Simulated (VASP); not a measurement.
# LiCl (Fm-3m) in VASP: a series of runs

Aim: see how the results for LiCl move with the level of theory and the settings. Levels: PBE, r2SCAN. Tasks: single point.

All numbers are computed with VASP 6.6.1; they aren't measurements. Logs are shortened: lines on timing, memory, paths and dates and some standing lists are left out, and cuts for length are marked.

## Step 1: The cell of the first run

It takes space group Fm-3m (No. 225, cubic). The conventional cell has a = 5.112 Å, b = 5.112 Å, c = 5.112 Å, α = 90.00°, β = 90.00°, γ = 90.00°. Li (site symmetry m-3m) has 6 Cl at 2.56 Å within 3.4 Å. Within 3.4 Å of Cl (site symmetry m-3m) lie 6 Li at 2.56 Å.

## Step 2: Single point, PBE

File INCAR:

```
SYSTEM = LiCl
  PREC = Accurate
  ENCUT = 520
  EDIFF = 1E-6
  ISMEAR = 0
  SIGMA = 0.01
  LREAL = .FALSE.
  LASPH = .TRUE.
  NELM = 100
  ALGO = Normal
  ISIF = 2
  LWAVE = .FALSE.
  LCHARG = .FALSE.
  GGA = PE
  NBANDS = 12
```

File KPOINTS:

```
Automatic mesh
0
G
  6 6 6
  0 0 0
```

File POSCAR:

```
LiCl
1.0
    0.0000000000      2.5560252091      2.5560252091
    2.5560252091      0.0000000000      2.5560252091
    2.5560252091      2.5560252091      0.0000000000
Li Cl
1 1
Direct
    0.0000000000      0.0000000000      0.0000000000
    0.5000000000      0.5000000000      0.5000000000
```

Potentials or basis: VASP PAW PBE potentials, release 64 (Li_sv, Cl).

The run is started by

```bash
cat potpaw_PBE.64/Li_sv/POTCAR potpaw_PBE.64/Cl/POTCAR > POTCAR
mpirun -np 1 vasp_std > vasp.out
```

OUTCAR:

```text
SYSTEM = LiCl
   PREC = Accurate
   ENCUT = 520
   EDIFF = 1E-6
   ISMEAR = 0
   LREAL = .FALSE.
   LASPH = .TRUE.
   NELM = 100
   ISIF = 2
   GGA = PE

 ion  position               nearest neighbor table
   1  0.000  0.000  0.000-   2 2.56   2 2.56   2 2.56   2 2.56   2 2.56   2 2.56
   2  0.500  0.500  0.500-   1 2.56   1 2.56   1 2.56   1 2.56   1 2.56   1 2.56

  LATTYP: Found a face centered cubic cell.
 ALAT       =     5.1120504182

  Lattice vectors:

 A1 = (   0.0000000000,   2.5560252091,   2.5560252091)
 A2 = (   2.5560252091,   0.0000000000,   2.5560252091)
 A3 = (   2.5560252091,   2.5560252091,   0.0000000000)

Analysis of symmetry for initial positions (statically):
=====================================================================
 Subroutine PRICEL returns:
 Original cell was already a primitive cell.

 Routine SETGRP: Setting up the symmetry group for a
 face centered cubic supercell.

 Subroutine GETGRP returns: Found 48 space group operations
 (whereof 48 operations were pure point group operations)
 out of a pool of 48 trial point group operations.

The static configuration has the point symmetry O_h .

Analysis of symmetry for dynamics (positions and initial velocities):
=====================================================================
 Subroutine PRICEL returns:
 Original cell was already a primitive cell.

 Routine SETGRP: Setting up the symmetry group for a
 face centered cubic supercell.

 Subroutine GETGRP returns: Found 48 space group operations
 (whereof 48 operations were pure point group operations)
 out of a pool of 48 trial point group operations.

The dynamic configuration has the point symmetry O_h .

 Subroutine INISYM returns: Found 48 space group operations
 (whereof 48 operations are pure point group operations),
 and found     1 'primitive' translations

----------------------------------------------------------------------------------------

                                     Primitive cell

  volume of cell :      33.3984

  direct lattice vectors                    reciprocal lattice vectors
     0.000000000  2.556025209  2.556025209    -0.195616224  0.195616224  0.195616224
     2.556025209  0.000000000  2.556025209     0.195616224 -0.195616224  0.195616224
     2.556025209  2.556025209  0.000000000     0.195616224  0.195616224 -0.195616224

  length of vectors
     3.614765516  3.614765516  3.614765516     0.338817239  0.338817239  0.338817239

  position of ions in fractional coordinates (direct lattice)
     0.000000000  0.000000000  0.000000000
     0.500000000  0.500000000  0.500000000

  ion indices of the primitive-cell ions
   primitive index   ion index
                 1           1
                 2           2

----------------------------------------------------------------------------------------

 KPOINTS: Automatic mesh

Automatic generation of k-mesh.
 Grid dimensions read from file:
 generate k-points for:    6    6    6

 Generating k-lattice:

  Cartesian coordinates                     Fractional coordinates (reciprocal lattice)
    -0.032602704  0.032602704  0.032602704     0.166666667  0.000000000  0.000000000
     0.032602704 -0.032602704  0.032602704     0.000000000  0.166666667  0.000000000
     0.032602704  0.032602704 -0.032602704     0.000000000  0.000000000  0.166666667

  Length of vectors
     0.056469540  0.056469540  0.056469540

  Shift w.r.t. Gamma in fractional coordinates (k-lattice)
     0.000000000  0.000000000  0.000000000

 Subroutine IBZKPT returns following result:
 ===========================================

 Found     16 irreducible k-points:

 Following reciprocal coordinates:
            Coordinates               Weight
  0.000000  0.000000  0.000000      1.000000
  0.166667  0.000000  0.000000      8.000000
  0.333333  0.000000  0.000000      8.000000
  0.500000  0.000000  0.000000      4.000000
  0.166667  0.166667  0.000000      6.000000
  0.333333  0.166667  0.000000     24.000000
[... 8 lines left out ...]
 -0.333333  0.333333  0.166667     24.000000
 -0.333333  0.500000  0.166667     12.000000
   k-points           NKPTS =     16   k-points in BZ     NKDIM =     16   number of bands    NBANDS=     12
   number of dos      NEDOS =    301   number of ions     NIONS =      2
   total plane-waves  NPLWV =  21952
   dimension x,y,z NGX =    28 NGY =   28 NGZ =   28
   dimension x,y,z NGXF=    56 NGYF=   56 NGZF=   56
   ions per type =               1   1
   NGX,Y,Z   is equivalent  to a cutoff of  12.88, 12.88, 12.88 a.u.
   NGXF,Y,Z  is equivalent  to a cutoff of  25.75, 25.75, 25.75 a.u.
 SYSTEM =  LiCl
   PREC   = accura    normal or accurate (medium, high low for compatibility)
   ISTART =      0    job   : 0-new  1-cont  2-samecut
   ICHARG =      2    charge: 1-file 2-atom 10-const
   ISPIN  =      1    spin polarized calculation?
   LNONCOLLINEAR =      F non collinear calculations
   LSORBIT =      F    spin-orbit coupling
   LASPH  =      T    aspherical Exc in radial PAW
   ENCUT  =  520.0 eV  38.22 Ry    6.18 a.u.   6.72  6.72  6.72*2*pi/ulx,y,z
   NELM   =    100;   NELMIN=  2; NELMDL= -5     # of ELM steps
   EDIFF  = 0.1E-05   stopping-criterion for ELM
   LREAL  =      F    real-space projection
   EDIFFG = 0.1E-04   stopping-criterion for IOM
   NSW    =      0    number of steps for IOM
   IBRION =     -1    ionic relax: 0-MD 1-quasi-New 2-CG
   NFREE  =      0    steps in history (QN), initial steepest desc. (CG)
   ISIF   =      2    stress and relaxation
   ISYM   =      2    0-nonsym 1-usesym 2-fastsym
   POTIM  = 0.5000    time-step for ionic-motion
   TEBEG  =    0.0;   TEEND  =   0.0 temperature during run
   PSTRESS=    0.0 pullay stress
   NELECT =      10.0000    total number of electrons
   NUPDOWN=      -1.0000    fix difference up-down
   EMIN   =  10.00;   EMAX   =-10.00  energy-range for DOS
   EFERMI =   0.00;   METHOD = LEGACY
   ISMEAR =     0;   SIGMA  =   0.01  broadening in eV -4-tet -1-fermi 0-gaus
   EFERMI_NEDOS =   21; number of points for ismear=-14 and -15
   IALGO  =     38    algorithm
   IMIX   =      4    mixing-type and parameters
     AMIX     =   0.40;   BMIX     =  1.00
     AMIX_MAG =   1.60;   BMIX_MAG =  1.00
  volume/ion in A,a.u.               =      16.70       112.69
  Fermi-wavevector in a.u.,A,eV,Ry     =   1.095216  2.069658 16.320156  1.199498
  Thomas-Fermi vector in A             =   2.231535
   LORBIT       =      0    0 simple, 1 ext, 2 COOP (PROOUT), +10 PAW based schemes
   GGA     = PE    functional components
   LHFCALC =     F    Hartree Fock is set to
   AEXX    =    0.0000 exact exchange contribution
   IVDW    =     0    specifies the selected vdW correction
   LEPSILON=     F    determine dielectric tensor
   LRPA    =     F    only Hartree local field effects (RPA)
 non-spin polarized calculation
 Gauss-broadening in eV      SIGMA  =   0.01
  energy-cutoff  :      520.00
  volume of cell :       33.40
 maximum number of plane-waves:       934
   NGX = 13   NGY = 13   NGZ = 13

 number of electron      10.0000003 magnetization

 Free energy of the ion-electron system (eV)
  ---------------------------------------------------
  ext. energy  EPLUGINS =         0.00000000
  ---------------------------------------------------
  free energy    TOTEN  =        -7.38447990 eV

  energy without entropy =       -7.38447990  energy(sigma->0) =       -7.38447990

 E-fermi :   0.7621     XC(G=0):  -8.7751

 val. band max:        0.6569460464   @ k =   0.0000   0.0000   0.0000
 cond. band min:       7.0569389960   @ k =   0.0000   0.0000   0.0000
 fundamental gap:      6.3999929495
 Fermi energy:         0.7620887101

 k-point     1 :       0.0000    0.0000    0.0000
  band No.  band energies     occupation
      1     -42.8480      2.00000
      2     -12.7759      2.00000
      3       0.6569      2.00000
      4       0.6569      2.00000
      5       0.6569      2.00000
      6       7.0569      0.00000
      7      12.6039      0.00000
      8      12.6039      0.00000
      9      12.6039      0.00000
     10      15.2475      0.00000
     11      15.2476      0.00000
     12      15.2557      0.00000

 k-point     2 :       0.1667    0.0000    0.0000
  band No.  band energies     occupation
      1     -42.8473      2.00000
      2     -12.6427      2.00000
      3      -0.2138      2.00000
      4       0.5864      2.00000
      5       0.5864      2.00000
      6       7.7398      0.00000
      7      11.5917      0.00000
      8      12.1784      0.00000
      9      12.1784      0.00000
     10      13.8734      0.00000
     11      13.8734      0.00000
     12      15.8960      0.00000

 k-point     3 :       0.3333    0.0000    0.0000
  band No.  band energies     occupation
      1     -42.8459      2.00000
      2     -12.3525      2.00000
      3      -1.5948      2.00000
      4       0.4566      2.00000
      5       0.4566      2.00000
      6       7.7426      0.00000
      7      10.7079      0.00000
      8      10.7079      0.00000
      9      12.4521      0.00000
     10      15.7742      0.00000
     11      15.7742      0.00000
     12      16.7167      0.00000
[... 166 lines left out ...]
 k-point    15 :      -0.3333    0.3333    0.1667
  band No.  band energies     occupation
      1     -42.8445      2.00000
      2     -12.0136      2.00000
      3      -1.7445      2.00000
      4      -1.1033      2.00000
      5      -0.1404      2.00000
      6       9.5957      0.00000
      7      10.0350      0.00000
      8      11.6396      0.00000
      9      11.8672      0.00000
     10      15.9181      0.00000
     11      16.7604      0.00000
     12      19.1528      0.00000

 k-point    16 :      -0.3333    0.5000    0.1667
  band No.  band energies     occupation
      1     -42.8443      2.00000
      2     -11.9480      2.00000
      3      -1.9122      2.00000
      4      -1.0241      2.00000
      5      -0.4296      2.00000
      6       9.4251      0.00000
      7      10.0719      0.00000
      8      12.0414      0.00000
      9      12.1493      0.00000
     10      15.6649      0.00000
     11      17.9439      0.00000
     12      19.3539      0.00000

------------------------ aborting loop because EDIFF is reached ----------------------------------------

  FORCE on cell =-STRESS in cart. coord.  units (eV):
  Direction    XX          YY          ZZ          XY          YZ          ZX
  --------------------------------------------------------------------------------------
  -------------------------------------------------------------------------------------
  Total        0.1361038      0.1361038      0.1361038      0.0000000      0.0000000      0.0000000
  in kB        6.5291311      6.5291311      6.5291311      0.0000000      0.0000000      0.0000000
  external PRESSURE =       6.5291311 kB  Pullay stress =       0.0000000 kB

 VOLUME and BASIS-vectors are now :
 -----------------------------------------------------------------------------
  energy-cutoff  :      520.00
  volume of cell :       33.40
      direct lattice vectors                 reciprocal lattice vectors
     0.000000000  2.556025209  2.556025209    -0.195616224  0.195616224  0.195616224
     2.556025209  0.000000000  2.556025209     0.195616224 -0.195616224  0.195616224
     2.556025209  2.556025209  0.000000000     0.195616224  0.195616224 -0.195616224

 POSITION                                       TOTAL-FORCE (eV/Angst)
 -----------------------------------------------------------------------------------
      0.00000      0.00000      0.00000         0.000000     -0.000000     -0.000000
      2.55603      2.55603      2.55603        -0.000000      0.000000      0.000000
 -----------------------------------------------------------------------------------
    total drift:                                0.000000      0.000000      0.000000

  FREE ENERGIE OF THE ION-ELECTRON SYSTEM (eV)
  ---------------------------------------------------
  free  energy   TOTEN  =        -7.3844798963 eV

  energy  without entropy=       -7.3844798963  energy(sigma->0) =       -7.38447990
```

Wall time 13 s (1 thread of Oxide Virtual Turin-like, shared host); peak memory 0.11 GiB.

What came out:

| Property | Result |
| --- | --- |
| Free energy | -7.3845 eV |
| Band gap on the k mesh | 6.40 eV, direct |

Caveat: the cutoff is under 1.25 times the usual one of these potentials, so pressure, stress and relaxed cells hold a basis-set (Pulay) error. A k mesh can miss the band edges.

## Step 3: Single point, PBE

File INCAR:

```
ALGO     = Normal         # electronic algorithm
EDIFF    = 1E-7           # SCF threshold, eV
ENCUT    = 520            # plane-wave cutoff, eV
GGA      = PE             # functional
ISIF     = 2              # what is computed and relaxed
ISMEAR   = 0              # smearing method
LASPH    = True           # aspherical terms in the spheres
LCHARG   = True           # write CHGCAR
LELF     = True           # ELF
LREAL    = False          # projectors in reciprocal space
LVHAR    = True         
LWAVE    = False          # write WAVECAR
NBANDS   = 12             # bands
NELM     = 60             # most SCF steps
PREC     = Accurate       # precision mode
SIGMA    = 0.01           # smearing width, eV
```

File KPOINTS:

```
k-points
0
Gamma
  6 6 6
```

POSCAR is that of step 2.

Potentials or basis: VASP PAW PBE potentials, release 64 (Li_sv, Cl).

The run is started by

```bash
cat potpaw_PBE.64/Li_sv/POTCAR potpaw_PBE.64/Cl/POTCAR > POTCAR
mpirun -np 1 vasp_std > vasp.out
```

Wall time 18 s (1 thread of Oxide Virtual Turin-like, shared host); peak memory 0.12 GiB.

It converged, with:

- Free energy: -7.3845 eV
- Band gap on the k mesh: 6.40 eV, direct

Levels at points of the mesh, in eV from the valence-band top:
| k point | band 3 | band 4 | band 5 | band 6 | band 7 | band 8 |
| --- | --- | --- | --- | --- | --- | --- |
| (0.00, 0.00, 0.00) | 0.00 | 0.00 | 0.00 | 6.40 | 11.95 | 11.95 |
| (0.50, 0.00, 0.00) | -2.85 | -0.26 | -0.26 | 6.77 | 9.51 | 9.51 |
| (0.50, 0.50, 0.00) | -2.94 | -1.12 | -1.12 | 7.91 | 8.28 | 12.53 |

Caveat: the cutoff is under 1.25 times the usual one of these potentials, so pressure, stress and relaxed cells hold a basis-set (Pulay) error. A k mesh can miss the band edges.

## Step 4: Single point, PBE

File INCAR:

```
SYSTEM = LiCl
PREC = Accurate
ENCUT = 520
EDIFF = 1E-7
ISMEAR = 0
SIGMA = 0.01
LREAL = .FALSE.
LASPH = .TRUE.
NELM = 60
ALGO = Normal
ISIF = 2
LWAVE = .FALSE.
LCHARG = .TRUE.
GGA = PE
LELF = .TRUE.
LVHAR = .TRUE.
NBANDS = 12
```

File KPOINTS:

```
regular mesh
0
G
  8 8 8
  0 0 0
```

POSCAR is that of step 3.

The run is started by

```bash
cat potpaw_PBE.64/Li_sv/POTCAR potpaw_PBE.64/Cl/POTCAR > POTCAR
mpirun -np 1 vasp_std > vasp.out
```

Wall time 29 s (1 thread of Oxide Virtual Turin-like, shared host); peak memory 0.12 GiB.

The run converged. Its results:

```
Free energy            : -7.3846 eV
Band gap on the k mesh : 6.40 eV, direct
```

Levels at points of the mesh, in eV from the valence-band top:
| k point | band 2 | band 3 | band 4 | band 5 | band 6 | band 7 | band 8 | band 9 |
| --- | --- | --- | --- | --- | --- | --- | --- | --- |
| (0.00, 0.00, 0.00) | -13.43 | 0.00 | 0.00 | 0.00 | 6.40 | 11.95 | 11.95 | 11.95 |
| (0.50, 0.00, 0.00) | -12.85 | -2.85 | -0.26 | -0.26 | 6.77 | 9.51 | 9.51 | 13.08 |
| (0.50, 0.50, 0.00) | -12.60 | -2.94 | -1.12 | -1.12 | 7.91 | 8.28 | 12.53 | 14.20 |

Caveat: the cutoff is under 1.25 times the usual one of these potentials, so pressure, stress and relaxed cells hold a basis-set (Pulay) error. Expect the measured gap to be larger: semilocal functionals such as PBE lack the derivative discontinuity.

## Step 5: Single point, r2SCAN

POSCAR is that of step 4.

File INCAR.step1:

```
SYSTEM = LiCl
PREC     = Accurate       ! precision mode
ENCUT    = 520            ! plane-wave cutoff, eV
ISMEAR   = 0              ! smearing method
SIGMA    = 0.01           ! smearing width, eV
LREAL    = .False.        ! projectors in reciprocal space
LASPH    = .True.         ! aspherical terms in the spheres
NELM     = 100            ! most SCF steps
NBANDS   = 12             ! bands
GGA      = PE             ! functional
ALGO     = Normal         ! electronic algorithm
EDIFF    = 1E-4           ! SCF threshold, eV
LWAVE    = .True.         ! write WAVECAR
LCHARG   = .False.        ! write CHGCAR
```

File INCAR.step2:

```
SYSTEM = LiCl
PREC     = Accurate       ! precision mode
ENCUT    = 520            ! plane-wave cutoff, eV
EDIFF    = 1E-6           ! SCF threshold, eV
ISMEAR   = 0              ! smearing method
SIGMA    = 0.01           ! smearing width, eV
LREAL    = .False.        ! projectors in reciprocal space
LASPH    = .True.         ! aspherical terms in the spheres
NELM     = 100            ! most SCF steps
ALGO     = Normal         ! electronic algorithm
ISIF     = 2              ! what is computed and relaxed
LWAVE    = .False.        ! write WAVECAR
LCHARG   = .False.        ! write CHGCAR
METAGGA  = R2SCAN         ! meta-GGA
LMIXTAU  = .True.       
NBANDS   = 12             ! bands
ISTART   = 1
```

File KPOINTS:

```
regular mesh
0
Gamma
  6 6 6
  0 0 0
```

The run is started by

```bash
cat potpaw_PBE.64/Li_sv/POTCAR potpaw_PBE.64/Cl/POTCAR > POTCAR
cp INCAR.step1 INCAR
mpirun -np 1 vasp_std > vasp.out
cp INCAR.step2 INCAR
mpirun -np 1 vasp_std > vasp.out
```

Run time: 64 s. Hardware: 1 thread of Oxide Virtual Turin-like, shared host; peak memory 0.12 GiB.

The run converged. Its results:

```yaml
Free_energy: -12.5881 eV
Band_gap_on_the_k_mesh: 7.36 eV, direct
```

Levels at points of the mesh, in eV from the valence-band top:
```tsv
k point	band 3	band 4	band 5	band 6	band 7	band 8
(0.00, 0.00, 0.00)	0.00	0.00	0.00	7.36	12.67	12.67
(0.50, 0.00, 0.00)	-2.88	-0.28	-0.28	7.55	10.32	10.32
(0.50, 0.50, 0.00)	-2.98	-1.14	-1.14	8.79	8.91	13.67
```

Caveat: the cutoff is under 1.25 times the usual one of these potentials, so pressure, stress and relaxed cells hold a basis-set (Pulay) error; the PAW data sets were made with another functional, which shifts forces and pressure a little.

## Step 6: Overview

```csv
level,k mesh,gap on the mesh (eV)
PBE,6 × 6 × 6,6.40
PBE,8 × 8 × 8,6.40
r2SCAN,6 × 6 × 6,7.36
```

Alike in all rows: task single point; potentials or basis VASP PAW PBE potentials, release 64 (Li_sv, Cl); no spin polarisation; cell as given; cutoff (eV) 520; smearing gaussian 0.01 eV.

On the cell as given the gap runs from 6.40 eV (PBE) to 7.36 eV (r2SCAN); the meshes differ, which moves gaps too.

Caveats: the cutoff is under 1.25 times the usual one of these potentials, so pressure, stress and relaxed cells hold a basis-set (Pulay) error; the PAW data sets were made with another functional, which shifts forces and pressure a little (some runs).

Absolute energies hang on the potentials; compare differences alone.
